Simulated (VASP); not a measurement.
Set up this calculation in VASP 6.6.1, as the native input.

- Task: single point
- Functional: PBE
- Potentials or basis: VASP PAW PBE potentials, release 64 (Sr_sv, Mo_sv)
- Cutoff: 520 eV
- k mesh: 4 × 4 × 4
- Occupations: gaussian, width 0.1 eV
- Spin: no spin polarisation
- Dipole correction: no
- Further INCAR settings: ALGO = Fast; EDIFF = 1e-06; NBANDS = 34

The structure of SrMo3 lies in POSCAR:

```
SrMo3
1.0
    4.2804449759      0.0000000000      0.0000000000
    0.0000000000      4.2804449759      0.0000000000
    0.0000000000      0.0000000000      4.2804449759
Sr Mo
1 3
Direct
    0.0000000000      0.0000000000      0.0000000000
    0.0000000000      0.5000000000      0.5000000000
    0.5000000000      0.0000000000      0.5000000000
    0.5000000000      0.5000000000      0.0000000000
```

These files were run (other wordings do the same):

INCAR

```
SYSTEM = SrMo3
  PREC = Accurate
  ENCUT = 520
  EDIFF = 1E-6
  ISMEAR = 0
  SIGMA = 0.1
  LREAL = .False.
  LASPH = .True.
  NELM = 100
  ALGO = Fast
  ISIF = 2
  LWAVE = .False.
  LCHARG = .True.
  GGA = PE
  LELF = .True.
  LVHAR = .True.
  NBANDS = 34
```

KPOINTS

```
regular mesh
0
Gamma
  4 4 4
  0 0 0
```

Potentials or basis: VASP PAW PBE potentials, release 64 (Sr_sv, Mo_sv).

Run with:

```bash
$ cat potpaw_PBE.64/Sr_sv/POTCAR potpaw_PBE.64/Mo_sv/POTCAR > POTCAR
$ mpirun -np 1 vasp_std > vasp.out
```

It gave:

| Quantity | Value |
| --- | --- |
| Pressure | 0.4 GPa |
| Band gap on the k mesh | zero (bands 26 and 27 overlap by 0.87 eV) |

Caveat: the k points lie up to 0.37 Å⁻¹ apart, too coarse for converged energies and pressures of a metal.

Wall time 29 s on 1 thread of Intel(R) Xeon(R) Platinum 8259CL CPU @ 2.50GHz (Skylake/Cascade Lake), with other jobs on the host, peak memory 0.18 GiB.
